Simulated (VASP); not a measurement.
# La7ScO12 (a cell with a defect) in VASP: relaxation of the atoms with PBEsol

Aim: the relaxation of the atoms of La7ScO12 (a cell with a defect) with PBEsol.

Everything below comes from runs of VASP 6.6.1. Logs are shortened: lines on timing, memory, paths and dates and some standing lists are left out, and cuts for length are marked.

## Step 1: The cell of the first run

The cell holds a defect, 20 atoms: a = 12.534 Å, b = 6.267 Å, c = 6.600 Å, α = 90.00°, β = 90.00°, γ = 120.00°.

## Step 2: Relaxation of the atoms, PBEsol

INCAR reads:

```
SYSTEM = La7ScO12
  PREC = Accurate
  ENCUT = 520
  EDIFF = 1E-7
  ISMEAR = 0
  SIGMA = 0.02
  LREAL = .FALSE.
  LASPH = .TRUE.
  NELM = 200
  ALGO = Normal
  ISIF = 2
  LWAVE = .FALSE.
  LCHARG = .FALSE.
  GGA = PS
  IBRION = 2
  NSW = 60
  EDIFFG = -0.02
  GGA_COMPAT = .FALSE.
  NELMIN = 4
  LMAXMIX = 6
  KPAR = 4
```

KPOINTS reads:

```
Automatic mesh
0
G
  3 3 2
  0 0 0
```

POSCAR reads:

```
La7ScO12
1.0
   12.5335605600      0.0000000000      0.0000000000
   -3.1333901400      5.4271909200      0.0000000000
    0.0000000000      0.0000000000      6.5995320000
La Sc O
7 1 12
Direct
    0.1666666667      0.6666666667      0.2500000000
    0.1666666667      0.6666666667      0.7500000000
    0.3333333333      0.3333333333      0.7500000000
    0.6666666667      0.6666666667      0.2500000000
    0.8333333333      0.3333333333      0.2500000000
    0.6666666667      0.6666666667      0.7500000000
    0.8333333333      0.3333333333      0.7500000000
    0.3333333333      0.3333333333      0.2500000000
    0.2459930000      0.4919860000      0.0000000000
    0.0000000000      0.5080140000      0.0000000000
    0.2540070000      0.0000000000      0.0000000000
    0.2459930000      0.4919860000      0.5000000000
    0.0000000000      0.5080140000      0.5000000000
    0.2540070000      0.0000000000      0.5000000000
    0.7459930000      0.4919860000      0.0000000000
    0.5000000000      0.5080140000      0.0000000000
    0.7540070000      0.0000000000      0.0000000000
    0.7459930000      0.4919860000      0.5000000000
    0.5000000000      0.5080140000      0.5000000000
    0.7540070000      0.0000000000      0.5000000000
```

Potentials or basis: VASP PAW PBE potentials, release 64 (La, Sc_sv, O).

The run is started by

```sh
> cat potpaw_PBE.64/La/POTCAR potpaw_PBE.64/Sc_sv/POTCAR potpaw_PBE.64/O/POTCAR > POTCAR
> mpirun -np 4 vasp_std > vasp.out
```

OUTCAR:

```text
SYSTEM = La7ScO12
   PREC = Accurate
   ENCUT = 520
   EDIFF = 1E-7
   ISMEAR = 0
   LREAL = .FALSE.
   LASPH = .TRUE.
   NELM = 200
   ISIF = 2
   GGA = PS
   IBRION = 2
   NSW = 60
   EDIFFG = -0.02
   NELMIN = 4

 ion  position               nearest neighbor table
   1  0.167  0.667  0.250-  11 2.45  14 2.45  12 2.45   9 2.45  13 2.45  10 2.45   2 3.30   2 3.30
                             5 3.62
   2  0.167  0.667  0.750-  11 2.45  14 2.45  12 2.45   9 2.45  13 2.45  10 2.45   1 3.30   1 3.30
                             3 3.62   3 3.62   7 3.62
   3  0.333  0.333  0.750-  11 2.45  14 2.45  12 2.45   9 2.45  16 2.45  19 2.45   8 3.30   8 3.30
                             2 3.62   2 3.62   6 3.62
   4  0.667  0.667  0.250-  17 2.45  20 2.45  18 2.45  15 2.45  19 2.45  16 2.45   6 3.30   6 3.30
                             5 3.62   5 3.62
   5  0.833  0.333  0.250-  17 2.45  20 2.45  18 2.45  15 2.45  10 2.45  13 2.45   7 3.30   7 3.30
                             4 3.62   4 3.62   1 3.62
   6  0.667  0.667  0.750-  17 2.45  20 2.45  18 2.45  15 2.45  19 2.45  16 2.45   4 3.30   4 3.30
                             7 3.62   7 3.62   3 3.62
   7  0.833  0.333  0.750-  17 2.45  20 2.45  18 2.45  15 2.45  10 2.45  13 2.45   5 3.30   5 3.30
                             6 3.62   6 3.62   2 3.62
   8  0.333  0.333  0.250-  11 2.45  14 2.45  12 2.45   9 2.45  16 2.45  19 2.45   3 3.30   3 3.30

   9  0.246  0.492  0.000-   1 2.45   2 2.45   3 2.45   8 2.45
  10  0.000  0.508  0.000-   5 2.45   7 2.45   1 2.45   2 2.45
  11  0.254  0.000  0.000-   1 2.45   2 2.45   3 2.45   8 2.45
  12  0.246  0.492  0.500-   1 2.45   2 2.45   3 2.45   8 2.45
  13  0.000  0.508  0.500-   5 2.45   7 2.45   1 2.45   2 2.45
  14  0.254  0.000  0.500-   1 2.45   2 2.45   3 2.45   8 2.45
  15  0.746  0.492  0.000-   4 2.45   6 2.45   5 2.45   7 2.45
  16  0.500  0.508  0.000-   3 2.45   8 2.45   6 2.45   4 2.45
  17  0.754  0.000  0.000-   4 2.45   6 2.45   5 2.45   7 2.45
  18  0.746  0.492  0.500-   4 2.45   6 2.45   5 2.45   7 2.45
  19  0.500  0.508  0.500-   3 2.45   8 2.45   6 2.45   4 2.45
  20  0.754  0.000  0.500-   4 2.45   6 2.45   5 2.45   7 2.45

  Warning from LATTYP: Monoclinic adjustment (A1->A3, A2->A1, A3->A2)!
  LATTYP: Found a simple orthorhombic cell.
 ALAT       =     6.2667802779
 B/A-ratio  =     1.0530977164
 C/A-ratio  =     1.7320508080

  Lattice vectors:

 A1 = (  -3.1333901400,   5.4271909200,   0.0000000000)
 A2 = (   0.0000000000,   0.0000000000,   6.5995320000)
 A3 = (   9.4001704200,   5.4271909200,   0.0000000000)

Analysis of symmetry for initial positions (statically):
=====================================================================
 Subroutine PRICEL returns:
 Original cell was already a primitive cell.

 Routine SETGRP: Setting up the symmetry group for a
 simple orthorhombic supercell.

[... 167 lines left out ...]
   LHFCALC =     F    Hartree Fock is set to
   AEXX    =    0.0000 exact exchange contribution
   IVDW    =     0    specifies the selected vdW correction
   LEPSILON=     F    determine dielectric tensor
   LRPA    =     F    only Hartree local field effects (RPA)
 conjugate gradient relaxation of ions
 non-spin polarized calculation
 Gauss-broadening in eV      SIGMA  =   0.02
  energy-cutoff  :      520.00
  volume of cell :      448.91
 maximum number of plane-waves:     12152
 NGX is ok and might be reduce to    96
   NGX = 47   NGY = 23   NGZ = 25

--------------------------------------- Ionic step        1  -------------------------------------------

 number of electron     159.9999951 magnetization

 Free energy of the ion-electron system (eV)
  ---------------------------------------------------
  ext. energy  EPLUGINS =         0.00000000
  ---------------------------------------------------
  free energy    TOTEN  =      -169.44811221 eV

  energy without entropy =     -169.44811221  energy(sigma->0) =     -169.44811221

------------------------ aborting loop because EDIFF is reached ----------------------------------------

  FORCE on cell =-STRESS in cart. coord.  units (eV):
  Direction    XX          YY          ZZ          XY          YZ          ZX
  --------------------------------------------------------------------------------------
  -------------------------------------------------------------------------------------
  Total       -7.2182201     -7.2070515    -23.5421616     -0.0094233      0.0000000      0.0000000
  in kB      -25.7619067    -25.7220457    -84.0222325     -0.0336319      0.0000000      0.0000000
  external PRESSURE =     -45.1687283 kB  Pullay stress =       0.0000000 kB
[... 143 lines left out ...]
  FREE ENERGIE OF THE ION-ELECTRON SYSTEM (eV)
  ---------------------------------------------------
  free  energy   TOTEN  =      -170.0108183245 eV

  energy  without entropy=     -170.0108183245  energy(sigma->0) =     -170.01081832

[... ionic steps 4 to 13 ...]

--------------------------------------- Ionic step       14  -------------------------------------------

 number of electron     160.0000025 magnetization

------------------------ aborting loop because EDIFF is reached ----------------------------------------
[... 103 lines left out ...]
--------------------------------------- Ionic step       16  -------------------------------------------

 number of electron     160.0000027 magnetization

 Free energy of the ion-electron system (eV)
  ---------------------------------------------------
  ext. energy  EPLUGINS =         0.00000000
  ---------------------------------------------------
  free energy    TOTEN  =      -170.13875128 eV

  energy without entropy =     -170.13875128  energy(sigma->0) =     -170.13875128

 E-fermi :   2.8123     XC(G=0):  -8.3949

 val. band max:        2.6192877648   @ k =   0.0000   0.0000   0.0000
 cond. band min:       4.2738920758   @ k =   0.0000   0.0000   0.0000
 fundamental gap:      1.6546043110
 Fermi energy:         2.8123162856

 k-point     1 :       0.0000    0.0000    0.0000
  band No.  band energies     occupation
      1     -45.5660      2.00000
      2     -27.9929      2.00000
      3     -27.9228      2.00000
      4     -27.8326      2.00000
      5     -27.3879      2.00000
      6     -27.3160      2.00000
[... 939 lines left out ...]
     91       6.8820      0.00000
     92       6.9416      0.00000
 [bands above 92 left out]

------------------------ aborting loop because EDIFF is reached ----------------------------------------

  FORCE on cell =-STRESS in cart. coord.  units (eV):
  Direction    XX          YY          ZZ          XY          YZ          ZX
  --------------------------------------------------------------------------------------
  -------------------------------------------------------------------------------------
  Total       -8.5924095     -8.7270112    -26.0090370      0.1215790      0.0000000      0.0000000
  in kB      -30.6664035    -31.1467985    -92.8265377      0.4339169      0.0000000      0.0000000
  external PRESSURE =     -51.5465799 kB  Pullay stress =       0.0000000 kB
[... 35 lines left out ...]
  FREE ENERGIE OF THE ION-ELECTRON SYSTEM (eV)
  ---------------------------------------------------
  free  energy   TOTEN  =      -170.1387512811 eV

  energy  without entropy=     -170.1387512811  energy(sigma->0) =     -170.13875128

 reached required accuracy - stopping structural energy minimisation
```

OSZICAR:

```text
N       E                     dE             d eps       ncg     rms          rms(c)
DAV:   1     0.267216686492E+04    0.26722E+04   -0.59230E+04  1936   0.234E+03
DAV:   2     0.993863482410E+03   -0.16783E+04   -0.15880E+04  2464   0.533E+02
[... 242 lines left out ...]
DAV:   5    -0.170138746239E+03    0.57945E-04   -0.19892E-04  3344   0.777E-02    0.157E-02
DAV:   6    -0.170138752632E+03   -0.63933E-05   -0.11423E-04  3664   0.480E-02    0.104E-02
DAV:   7    -0.170138752005E+03    0.62684E-06   -0.21107E-05  3744   0.253E-02    0.694E-03
DAV:   8    -0.170138751398E+03    0.60720E-06   -0.47167E-06  3808   0.118E-02    0.372E-03
DAV:   9    -0.170138751184E+03    0.21445E-06   -0.30300E-06  3432   0.101E-02    0.164E-03
DAV:  10    -0.170138751281E+03   -0.97365E-07   -0.93604E-07  2880   0.603E-03
  16 F= -.17013875E+03 E0= -.17013875E+03  d E =-.402920E-03
```

CONTCAR:

```text
La7ScO12
   1.00000000000000
    12.5335605599999997    0.0000000000000000    0.0000000000000000
    -3.1333901399999999    5.4271909200000001    0.0000000000000000
     0.0000000000000000    0.0000000000000000    6.5995320000000000
  La              Sc              O
     7     1    12
Direct
     0.1809435691150381    0.6812042990264516    0.2500000000000000
     0.1675444542904271    0.6679914857149385    0.7500000000000000
     0.3326612928309994    0.3329697908597400    0.7500000000000000
     0.6543182534761205    0.6541009047125987    0.2500000000000000
     0.8365025669448454    0.3362557507970373    0.2500000000000000
     0.6651646660929499    0.6649001693384770    0.7500000000000000
[... 12 lines left out ...]
     0.4869914099901189    0.4871069127144323    0.4771300529068828
     0.7471112238420196    0.9963928416840544    0.5032463927017694

  0.00000000E+00  0.00000000E+00  0.00000000E+00
  0.00000000E+00  0.00000000E+00  0.00000000E+00
  0.00000000E+00  0.00000000E+00  0.00000000E+00
  0.00000000E+00  0.00000000E+00  0.00000000E+00
  0.00000000E+00  0.00000000E+00  0.00000000E+00
  0.00000000E+00  0.00000000E+00  0.00000000E+00
[... 12 lines left out ...]
  0.00000000E+00  0.00000000E+00  0.00000000E+00
  0.00000000E+00  0.00000000E+00  0.00000000E+00
```

It took 73 min on 4 MPI ranks of Intel Xeon Platinum 8488C (Sapphire Rapids), shared host; peak memory 0.81 GiB.

Results:

| Quantity | Value |
| --- | --- |
| Free energy | -170.1388 eV |
| Energy gained by relaxing | 34.5 meV/atom |
| Ionic steps | 16 |
| Pressure after relaxing | -5.2 GPa |
| Largest force after relaxing | 0.019 eV/Å |
| Band gap on the k mesh | 1.65 eV |

Forces in eV/Å, atoms in the order of the input:
```
La  -0.003 -0.002  0.000
La   0.002  0.001  0.000
La  -0.015 -0.010  0.000
La   0.007  0.004  0.000
La   0.003  0.003  0.000
La   0.004  0.004  0.000
La   0.016  0.011  0.000
Sc   0.011  0.008  0.000
O   -0.005 -0.003 -0.002
O    0.003  0.003  0.008
O   -0.006 -0.007 -0.005
O   -0.005 -0.003  0.002
O    0.003  0.003 -0.008
O   -0.006 -0.007  0.005
O   -0.001  0.004  0.008
O   -0.007 -0.005  0.005
O    0.004 -0.002  0.007
O   -0.001  0.004 -0.008
O   -0.007 -0.005 -0.005
O    0.004 -0.002 -0.007
```

Stress tensor (GPa, compression positive):
```
-3.07  0.04  0.00
 0.04 -3.11  0.00
 0.00  0.00 -9.28
```

Step by step:
| step | energy change (eV) | largest force (eV/Å) | pressure (GPa) |
| --- | --- | --- | --- |
| 1 | 0.0000 | 1.2329 | -4.52 |
| 2 | -0.3541 | 0.7905 | -4.94 |
| 3 | -0.5627 | 0.6294 | -5.31 |
| 4 | -0.6407 | 0.3054 | -5.31 |
| 5 | -0.6470 | 0.2701 | -5.28 |
| 6 | -0.6748 | 0.1498 | -5.21 |
| 7 | -0.6751 | 0.1571 | -5.19 |
| 8 | -0.6832 | 0.0793 | -5.18 |
| 9 | -0.6834 | 0.0845 | -5.17 |
| 10 | -0.6861 | 0.0498 | -5.17 |
| 11 | -0.6867 | 0.0730 | -5.17 |
| 12 | -0.6887 | 0.0437 | -5.16 |
| 13 | -0.6888 | 0.0532 | -5.16 |
| 14 | -0.6902 | 0.0228 | -5.16 |
| 15 | -0.6902 | 0.0246 | -5.16 |
| 16 | -0.6906 | 0.0191 | -5.15 |

Final structure:
```yaml
crystal:
  lattice:
    - [12.53356, 0.00000, 0.00000]
    - [-3.13339, 5.42719, 0.00000]
    - [0.00000, 0.00000, 6.59953]
  atoms:
    - { symbol: La, position: [0.18094, 0.68120, 0.25000] }
    - { symbol: La, position: [0.16754, 0.66799, 0.75000] }
    - { symbol: La, position: [0.33266, 0.33297, 0.75000] }
    - { symbol: La, position: [0.65432, 0.65410, 0.25000] }
    - { symbol: La, position: [0.83650, 0.33626, 0.25000] }
    - { symbol: La, position: [0.66516, 0.66490, 0.75000] }
    - { symbol: La, position: [0.83257, 0.33230, 0.75000] }
    - { symbol: Sc, position: [0.33385, 0.33444, 0.25000] }
    - { symbol: O, position: [0.25668, 0.49547, 0.01536] }
    - { symbol: O, position: [0.00395, 0.50394, 0.99222] }
    - { symbol: O, position: [0.25648, 0.01787, 0.01483] }
    - { symbol: O, position: [0.25668, 0.49547, 0.48464] }
    - { symbol: O, position: [0.00395, 0.50394, 0.50778] }
    - { symbol: O, position: [0.25648, 0.01787, 0.48517] }
    - { symbol: O, position: [0.74700, 0.49714, 0.99671] }
    - { symbol: O, position: [0.48699, 0.48711, 0.02287] }
    - { symbol: O, position: [0.74711, 0.99639, 0.99675] }
    - { symbol: O, position: [0.74700, 0.49714, 0.50329] }
    - { symbol: O, position: [0.48699, 0.48711, 0.47713] }
    - { symbol: O, position: [0.74711, 0.99639, 0.50325] }
```

Caveat: the k points lie up to 0.48 Å⁻¹ apart; the PAW data sets were made with another functional, which shifts forces and pressure a little; spin-orbit coupling is left out, which moves the levels of the heavy elements.
